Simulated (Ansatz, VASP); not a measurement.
## One calculation of Bi, two programs

INCAR

```
SYSTEM = Bi
ALGO = Normal ; EDIFF = 1E-7
EDIFFG = -0.04 ; ENCUT = 600
GGA = PS ; IBRION = 2
ISIF = 3 ; ISMEAR = 0
LASPH = .True. ; LCHARG = .False.
LREAL = .False. ; LWAVE = .False.
NELM = 100 ; NSW = 90
PREC = Accurate ; SIGMA = 0.1
```

KPOINTS

```
k-points
0
Gamma
  4 4 4
  0 0 0
```

File POSCAR:

```
Bi
1.0
    2.0449810621     -6.4871000460      0.0000000000
    2.0449810621      6.4871000460      0.0000000000
    0.0000000000      0.0000000000      5.4120948956
Bi
4
Direct
    0.0980000000      0.9020000000      0.9100000000
    0.5980000000      0.4020000000      0.5900000000
    0.9020000000      0.0980000000      0.0900000000
    0.4020000000      0.5980000000      0.4100000000
```

Input for Ansatz:

```yaml
crystal:
  lattice:
    - [2.0449810621, -6.487100046, 0.0]
    - [2.0449810621, 6.487100046, 0.0]
    - [0.0, 0.0, 5.4120948956]
  atoms:
    - { symbol: Bi, position: [0.098, 0.902, 0.91] }
    - { symbol: Bi, position: [0.598, 0.402, 0.59] }
    - { symbol: Bi, position: [0.902, 0.098, 0.09] }
    - { symbol: Bi, position: [0.402, 0.598, 0.41] }
basis:
  ecutwfc: 420
kpoints:
  mp_grid: { grid: [4, 4, 4] }
hamiltonian:
  xc: pbesol
scf:
  occupations: { method: gaussian, width: 0.1 }
  lower_state_search: "off"
output:
  forces: true
  stress: true
  eigenvalues: true
relax:
  adjacent_minimum: "off"
  f_tol: 0.04
  max_steps: 70
  cell: { stress_tol: 0.4 }
```

Alike in both runs: task relaxation of cell and atoms; functional PBEsol; k mesh 4 × 4 × 4; occupations gaussian, width 0.1 eV; no spin polarisation.

|  | VASP | Ansatz |
| --- | --- | --- |
| version | VASP 6.6.1 | Ansatz 0.2.0 |
| potentials or method | VASP PAW PBE potentials, release 64 (Bi_d), cutoff 600 eV | scalar-relativistic, plane waves, PAW |
| valence electrons in the cell | 60 | 60 |

```csv
,VASP,Ansatz,Ansatz less VASP
"gap on the k mesh at the Fermi level, each at its own relaxed structure (eV)",none,none,-
relaxed volume (Å³/atom),33.27,33.38,+0.108
relaxed cell length with the largest relative difference (Å),4.698,4.716,+0.0174
```

VASP's potentials were made for PBE, not for PBEsol. A gap of «none» marks a metal or a gap that the smearing closes.

The k mesh is coarse, so the values compare programs but aren't converged. Neither program's run includes spin-orbit coupling.
